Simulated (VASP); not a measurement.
# ZnRe (P-6m2) in VASP: notebook

ZnRe is run at these levels: PBE; tasks: single point.

Everything below comes from runs of VASP 6.6.1. Logs are shortened: lines on timing, memory, paths and dates and some standing lists are left out, and cuts for length are marked.

### 1 The cell of the first run

Symmetry: P-6m2, No. 187, hexagonal system. Conventional cell: a = 2.748 Å, b = 2.748 Å, c = 4.584 Å, α = 90.00°, β = 90.00°, γ = 120.00°. Within 3.6 Å of Re (site symmetry -6m2) lie 6 Re at 2.75 Å and 6 Zn at 2.79 Å. Within 3.6 Å of Zn (site symmetry -6m2) lie 6 Zn at 2.75 Å and 6 Re at 2.79 Å.

### 2 Single point, PBE

The input, INCAR:

```
SYSTEM = ZnRe
  PREC = Accurate
  ENCUT = 500
  EDIFF = 1E-6
  ISMEAR = -1
  SIGMA = 0.05
  LREAL = .False.
  LASPH = .True.
  NELM = 120
  ALGO = Normal
  ISIF = 2
  LWAVE = .False.
  LCHARG = .False.
  GGA = PE
  NBANDS = 20
  GGA_COMPAT = .False.
```

The input, KPOINTS:

```
Automatic mesh
0
Gamma
  9 9 5
  0 0 0
```

The input, POSCAR:

```
ZnRe
1.0
    2.7482183437      0.0000000000      0.0000000000
   -1.3741091718      2.3800269008      0.0000000000
    0.0000000000      0.0000000000      4.5839473200
Re Zn
1 1
Direct
    0.3333333333      0.6666666667      0.5000000000
    0.0000000000      0.0000000000      0.0000000000
```

Potentials or basis: VASP PAW PBE potentials, release 64 (Re_sv_GW, Zn).

The run is started by

```console
> cat potpaw_PBE.64/Re_sv_GW/POTCAR potpaw_PBE.64/Zn/POTCAR > POTCAR
> mpirun -np 1 vasp_std > vasp.out
```

OUTCAR:

```text
SYSTEM = ZnRe
   PREC = Accurate
   ENCUT = 500
   EDIFF = 1E-6
   ISMEAR = -1
   LREAL = .False.
   LASPH = .True.
   NELM = 120
   ISIF = 2
   GGA = PE

 ion  position               nearest neighbor table
   1  0.333  0.667  0.500-   2 2.79   2 2.79   2 2.79   2 2.79   2 2.79   2 2.79
   2  0.000  0.000  0.000-   1 2.79   1 2.79   1 2.79   1 2.79   1 2.79   1 2.79

  LATTYP: Found a hexagonal cell.
 ALAT       =     2.7482183437
 C/A-ratio  =     1.6679705710

  Lattice vectors:

 A1 = (   2.7482183437,   0.0000000000,   0.0000000000)
 A2 = (  -1.3741091718,   2.3800269008,   0.0000000000)
 A3 = (   0.0000000000,   0.0000000000,   4.5839473200)

Analysis of symmetry for initial positions (statically):
=====================================================================
 Subroutine PRICEL returns:
 Original cell was already a primitive cell.

 Routine SETGRP: Setting up the symmetry group for a
 hexagonal supercell.

 Subroutine GETGRP returns: Found 12 space group operations
 (whereof 12 operations were pure point group operations)
 out of a pool of 24 trial point group operations.

The static configuration has the point symmetry D_3h.

Analysis of symmetry for dynamics (positions and initial velocities):
=====================================================================
 Subroutine PRICEL returns:
 Original cell was already a primitive cell.

 Routine SETGRP: Setting up the symmetry group for a
 hexagonal supercell.

 Subroutine GETGRP returns: Found 12 space group operations
 (whereof 12 operations were pure point group operations)
 out of a pool of 24 trial point group operations.

The dynamic configuration has the point symmetry D_3h.

 Subroutine INISYM returns: Found 12 space group operations
 (whereof 12 operations are pure point group operations),
 and found     1 'primitive' translations

----------------------------------------------------------------------------------------

                                     Primitive cell

  volume of cell :      29.9828

  direct lattice vectors                    reciprocal lattice vectors
     2.748218344  0.000000000  0.000000000     0.363872107  0.210081659  0.000000000
    -1.374109172  2.380026901  0.000000000     0.000000000  0.420163318  0.000000000
     0.000000000  0.000000000  4.583947320     0.000000000  0.000000000  0.218152594

  length of vectors
     2.748218344  2.748218344  4.583947320     0.420163318  0.420163318  0.218152594

  position of ions in fractional coordinates (direct lattice)
     0.333333333  0.666666667  0.500000000
     0.000000000  0.000000000  0.000000000

  ion indices of the primitive-cell ions
   primitive index   ion index
                 1           1
                 2           2

----------------------------------------------------------------------------------------

 KPOINTS: Automatic mesh

Automatic generation of k-mesh.
 Grid dimensions read from file:
 generate k-points for:    9    9    5

 Generating k-lattice:

  Cartesian coordinates                     Fractional coordinates (reciprocal lattice)
     0.040430234  0.023342407  0.000000000     0.111111111  0.000000000  0.000000000
     0.000000000  0.046684813  0.000000000     0.000000000  0.111111111  0.000000000
     0.000000000  0.000000000  0.043630519     0.000000000  0.000000000  0.200000000

  Length of vectors
     0.046684813  0.046684813  0.043630519

  Shift w.r.t. Gamma in fractional coordinates (k-lattice)
     0.000000000  0.000000000  0.000000000

 Subroutine IBZKPT returns following result:
 ===========================================

 Found     36 irreducible k-points:

 Following reciprocal coordinates:
            Coordinates               Weight
  0.000000  0.000000  0.000000      1.000000
  0.111111  0.000000  0.000000      6.000000
  0.222222 -0.000000  0.000000      6.000000
  0.333333 -0.000000  0.000000      6.000000
  0.444444 -0.000000  0.000000      6.000000
  0.111111  0.111111  0.000000      6.000000
[... 16 lines left out ...]
  0.333333  0.222222  0.200000     24.000000
  0.333333  0.333333  0.200000      4.000000
 [... further k-points ...]
   k-points           NKPTS =     36   k-points in BZ     NKDIM =     36   number of bands    NBANDS=     20
   number of dos      NEDOS =    301   number of ions     NIONS =      2
   total plane-waves  NPLWV =  14400
   dimension x,y,z NGX =    20 NGY =   20 NGZ =   36
   dimension x,y,z NGXF=    40 NGYF=   40 NGZF=   72
   ions per type =               1   1
   NGX,Y,Z   is equivalent  to a cutoff of  12.10, 12.10, 13.06 a.u.
   NGXF,Y,Z  is equivalent  to a cutoff of  24.20, 24.20, 26.11 a.u.
 SYSTEM =  ZnRe
   PREC   = accura    normal or accurate (medium, high low for compatibility)
   ISTART =      0    job   : 0-new  1-cont  2-samecut
   ICHARG =      2    charge: 1-file 2-atom 10-const
   ISPIN  =      1    spin polarized calculation?
   LNONCOLLINEAR =      F non collinear calculations
   LSORBIT =      F    spin-orbit coupling
   LASPH  =      T    aspherical Exc in radial PAW
   ENCUT  =  500.0 eV  36.75 Ry    6.06 a.u.   5.01  5.01  8.36*2*pi/ulx,y,z
   NELM   =    120;   NELMIN=  2; NELMDL= -5     # of ELM steps
   EDIFF  = 0.1E-05   stopping-criterion for ELM
   LREAL  =      F    real-space projection
[... 7 lines left out ...]
   TEBEG  =    0.0;   TEEND  =   0.0 temperature during run
   PSTRESS=    0.0 pullay stress
   NELECT =      27.0000    total number of electrons
   NUPDOWN=      -1.0000    fix difference up-down
   EMIN   =  10.00;   EMAX   =-10.00  energy-range for DOS
   EFERMI =   0.00;   METHOD = LEGACY
   ISMEAR =    -1;   SIGMA  =   0.05  broadening in eV -4-tet -1-fermi 0-gaus
   EFERMI_NEDOS =   21; number of points for ismear=-14 and -15
   IALGO  =     38    algorithm
   IMIX   =      4    mixing-type and parameters
     AMIX     =   0.40;   BMIX     =  1.00
     AMIX_MAG =   1.60;   BMIX_MAG =  1.00
  volume/ion in A,a.u.               =      14.99       101.17
  Fermi-wavevector in a.u.,A,eV,Ry     =   1.580903  2.987473 34.004412  2.499254
  Thomas-Fermi vector in A             =   2.681060
   LORBIT       =      0    0 simple, 1 ext, 2 COOP (PROOUT), +10 PAW based schemes
   GGA     = PE    functional components
   LHFCALC =     F    Hartree Fock is set to
   AEXX    =    0.0000 exact exchange contribution
   IVDW    =     0    specifies the selected vdW correction
   LEPSILON=     F    determine dielectric tensor
   LRPA    =     F    only Hartree local field effects (RPA)
 non-spin polarized calculation
  energy-cutoff  :      500.00
  volume of cell :       29.98
 maximum number of plane-waves:       780
 NGX is ok and might be reduce to    20
   NGX =  9   NGY =  9   NGZ = 17

 number of electron      26.9999991 magnetization

 Free energy of the ion-electron system (eV)
  ---------------------------------------------------
  ext. energy  EPLUGINS =         0.00000000
  ---------------------------------------------------
  free energy    TOTEN  =       -14.64140256 eV

  energy without entropy =      -14.62600083  energy(sigma->0) =      -14.63370169

 E-fermi :   7.9457     XC(G=0): -12.9235

 val. band max:        7.8773702732   @ k =   0.3333  -0.0000   0.4000
 cond. band min:       7.9601289894   @ k =   0.2222   0.1111   0.4000
 fundamental gap:      0.0827587161
 Fermi energy:         7.9457454734

 k-point     1 :       0.0000    0.0000    0.0000
  band No.  band energies     occupation
      1     -72.3173      2.00000
      2     -34.2290      2.00000
      3     -33.6214      2.00000
      4     -33.6214      2.00000
      5      -2.2114      2.00000
      6       0.0552      2.00000
[... 12 lines left out ...]
     19      24.7046      0.00000
     20      25.0665      0.00000

 k-point     2 :       0.1111    0.0000    0.0000
  band No.  band energies     occupation
      1     -72.3083      2.00000
      2     -34.2129      2.00000
      3     -33.7336      2.00000
      4     -33.6473      2.00000
      5      -1.8110      2.00000
      6       0.1806      2.00000
[... 12 lines left out ...]
     19      23.1608      0.00000
     20      23.2241      0.00000

 k-point     3 :       0.2222   -0.0000    0.0000
  band No.  band energies     occupation
      1     -72.2858      2.00000
      2     -34.1736      2.00000
      3     -34.0112      2.00000
      4     -33.7131      2.00000
      5      -0.7470      2.00000
      6       0.3452      2.00000
[... 12 lines left out ...]
     19      20.9782      0.00000
     20      23.3264      0.00000

 k-point     4 :       0.3333   -0.0000    0.0000
  band No.  band energies     occupation
      1     -72.2598      2.00000
      2     -34.3162      2.00000
      3     -34.1282      2.00000
      4     -33.7860      2.00000
      5       0.0377      2.00000
      6       0.5059      2.00000
[... 12 lines left out ...]
     19      19.2018      0.00000
     20      21.3868      0.00000

 k-point     5 :       0.4444   -0.0000    0.0000
  band No.  band energies     occupation
      1     -72.2429      2.00000
      2     -34.5101      2.00000
      3     -34.0981      2.00000
      4     -33.8339      2.00000
      5       0.0172      2.00000
      6       0.3544      2.00000
[... 12 lines left out ...]
     19      18.0492      0.00000
     20      20.0147      0.00000

 k-point     6 :       0.1111    0.1111    0.0000
  band No.  band energies     occupation
      1     -72.2927      2.00000
      2     -34.1857      2.00000
      3     -33.9186      2.00000
      4     -33.7041      2.00000
      5      -1.0678      2.00000
      6       0.3521      2.00000
[... 12 lines left out ...]
     19      19.6814      0.00000
     20      24.2123      0.00000

 k-point     7 :       0.2222    0.1111    0.0000
  band No.  band energies     occupation
      1     -72.2684      2.00000
      2     -34.1860      2.00000
      3     -34.1430      2.00000
      4     -33.7968      2.00000
      5       0.0327      2.00000
      6       0.4466      2.00000
[... 12 lines left out ...]
     19      17.8221      0.00000
     20      22.3119      0.00000
[... 277 lines left out ...]
 k-point    20 :       0.3333    0.1111    0.2000
  band No.  band energies     occupation
      1     -72.2469      2.00000
      2     -34.4139      2.00000
      3     -34.1058      2.00000
      4     -33.8784      2.00000
      5       0.1364      2.00000
      6       0.3554      2.00000
[... 12 lines left out ...]
     19      17.3400      0.00000
     20      19.7920      0.00000

 k-point    21 :       0.4444    0.1111    0.2000
  band No.  band energies     occupation
      1     -72.2384      2.00000
      2     -34.5022      2.00000
      3     -34.0909      2.00000
      4     -33.9101      2.00000
      5       0.0902      2.00000
      6       0.2977      2.00000
[... 12 lines left out ...]
     19      16.3506      0.00000
     20      19.7259      0.00000

 k-point    22 :       0.2222    0.2222    0.2000
  band No.  band energies     occupation
      1     -72.2485      2.00000
      2     -34.3310      2.00000
      3     -34.1085      2.00000
      4     -33.9435      2.00000
      5       0.3559      2.00000
      6       0.4714      2.00000
[... 12 lines left out ...]
     19      17.7843      0.00000
     20      20.4235      0.00000

 k-point    23 :       0.3333    0.2222    0.2000
  band No.  band energies     occupation
      1     -72.2355      2.00000
      2     -34.3992      2.00000
      3     -34.0856      2.00000
      4     -34.0642      2.00000
      5       0.3188      2.00000
      6       0.4435      2.00000
[... 12 lines left out ...]
     19      17.3457      0.00000
     20      19.4896      0.00000

 k-point    24 :       0.3333    0.3333    0.2000
  band No.  band energies     occupation
      1     -72.2311      2.00000
      2     -34.2683      2.00000
      3     -34.2643      2.00000
      4     -34.0782      2.00000
      5       0.4787      2.00000
      6       0.5056      2.00000
[... 12 lines left out ...]
     19      17.8527      0.00000
     20      18.9019      0.00000

 [... further k-points ...]

------------------------ aborting loop because EDIFF is reached ----------------------------------------

  FORCE on cell =-STRESS in cart. coord.  units (eV):
  Direction    XX          YY          ZZ          XY          YZ          ZX
  --------------------------------------------------------------------------------------
  -------------------------------------------------------------------------------------
  Total       -0.7575209     -0.7575209     -1.6142640     -0.0000000     -0.0000000     -0.0000000
  in kB      -40.4792529    -40.4792529    -86.2605916     -0.0000000     -0.0000000     -0.0000000
  external PRESSURE =     -55.7396991 kB  Pullay stress =       0.0000000 kB

 VOLUME and BASIS-vectors are now :
 -----------------------------------------------------------------------------
  energy-cutoff  :      500.00
  volume of cell :       29.98
      direct lattice vectors                 reciprocal lattice vectors
     2.748218344  0.000000000  0.000000000     0.363872107  0.210081659  0.000000000
    -1.374109172  2.380026901  0.000000000     0.000000000  0.420163318  0.000000000
     0.000000000  0.000000000  4.583947320     0.000000000  0.000000000  0.218152594

 POSITION                                       TOTAL-FORCE (eV/Angst)
 -----------------------------------------------------------------------------------
     -0.00000      1.58668      2.29197        -0.000000      0.000000      0.000000
      0.00000      0.00000      0.00000         0.000000     -0.000000      0.000000
 -----------------------------------------------------------------------------------
    total drift:                                0.000001     -0.000000     -0.000000

  FREE ENERGIE OF THE ION-ELECTRON SYSTEM (eV)
  ---------------------------------------------------
  free  energy   TOTEN  =       -14.6414025581 eV

  energy  without entropy=      -14.6260008306  energy(sigma->0) =      -14.63370169
```

Run time: 9.8 s. Hardware: 1 thread of Intel Xeon 6975P-C (Granite Rapids), shared host; peak memory 0.16 GiB.

Results:

- Free energy: -14.6414 eV
- Pressure: -5.6 GPa

Stress tensor (GPa, compression positive):
```
-4.05  0.00  0.00
 0.00 -4.05  0.00
 0.00  0.00 -8.63
```

Levels at points of the mesh, in eV from the Fermi level:
```csv
k point,band 9,band 10,band 11,band 12,band 13,band 14,band 15,band 16,band 17,band 18
"(0.00, 0.00, 0.00)",-6.89,-6.89,-5.13,-1.72,-1.31,-1.31,1.70,1.70,4.24,13.98
```

Caveat: spin-orbit coupling is left out, which moves the levels of the heavy elements.

[end of part 1 of 2]
